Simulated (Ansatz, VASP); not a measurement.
# Si2W in VASP and in Ansatz

```
Si W
1.0
    -1.63779    1.63779    3.97933
     1.63779   -1.63779    3.97933
     1.63779    1.63779   -3.97933
Si W
2 1
Direct
  0.33592 0.33592 0.00000
  0.66408 0.66408 0.00000
  0.00000 0.00000 0.00000
```

Alike in both runs: functional r2SCAN; k mesh 13 × 13 × 13; occupations fermi-dirac, width 0.1 eV; no spin polarisation.

Ansatz relaxed the structure, and its values are those at the end. VASP's run is a single point on that final structure, the one shown.

```csv
,VASP,Ansatz
version,VASP 6.6.1,Ansatz 0.2.0
potentials or method,"VASP PAW PBE potentials, release 64 (Si, W_sv), cutoff 520 eV",PAW plane waves
valence electrons in the cell,22,22
```

|  | VASP | Ansatz | Ansatz less VASP |
| --- | --- | --- | --- |
| pressure (GPa) | -11.9 | -12.0 | -0.10 |
| rms of the force components (eV/Å) | 0.002 | 0.004 | +0.0024 |

VASP's potentials were made for PBE, not for r2SCAN. With one functional, cell and mesh, what is left measures potentials, basis and numerics. Ansatz's warnings: stress scf threshold loose.

Spin-orbit coupling is off throughout.
